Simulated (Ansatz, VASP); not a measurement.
# One calculation of Na, two programs

File INCAR:

```
ALGO = Fast
EDIFF = 1E-6
ENCUT = 520
GGA = PS
ISIF = 2
ISMEAR = 0
LASPH = T
LCHARG = F
LREAL = F
LWAVE = F
NBANDS = 10
NELM = 60
PREC = Accurate
SIGMA = 0.15
```

KPOINTS

```
k-points
0
Gamma
  16 16 16
```

Contents of POSCAR:

```
Na
1.0
   -2.1704375000      2.1704375000      2.2233750000
    2.1704375000     -2.1704375000      2.2233750000
    2.1704375000      2.1704375000     -2.2233750000
Na
1
Direct
    0.0000000000      0.0000000000      0.0000000000
```

Input for Ansatz:

```yaml
crystal:
  lattice:
    - [-2.1704375, 2.1704375, 2.223375]
    - [2.1704375, -2.1704375, 2.223375]
    - [2.1704375, 2.1704375, -2.223375]
  atoms:
    - { symbol: Na, position: [0.0, 0.0, 0.0] }
basis:
  ecutwfc: 420
kpoints:
  mp_grid: { grid: [16, 16, 16] }
hamiltonian:
  xc: pbesol
scf:
  occupations: { method: gaussian, width: 0.15 }
output:
  forces: true
  stress: true
  eigenvalues: true
```

Change from the starting cell: strain +0.025 along x and y, +0.050 along z, atoms carried along.

Alike in both runs: task single point; functional PBEsol; k mesh 16 × 16 × 16; occupations gaussian, width 0.15 eV; no spin polarisation.

|  | VASP | Ansatz |
| --- | --- | --- |
| version | VASP 6.6.1 | Ansatz 0.2.0 |
| potentials or method | VASP PAW PBE potentials, release 64 (Na_pv), cutoff 520 eV | scalar-relativistic, plane waves, PAW |
| valence electrons in the cell | 7 | 9 |

|  | VASP | Ansatz | Ansatz less VASP |
| --- | --- | --- | --- |
| gap on the k mesh at the Fermi level (eV) | none | none | - |
| pressure (GPa) | -0.7 | -0.9 | -0.13 |

VASP's potentials were made for PBE, not for PBEsol. A gap of «none» marks a metal or a gap that the smearing closes. VASP's potentials hold 7 valence electrons a cell and Ansatz's 9, so a difference there can come from the potentials and not from the codes.
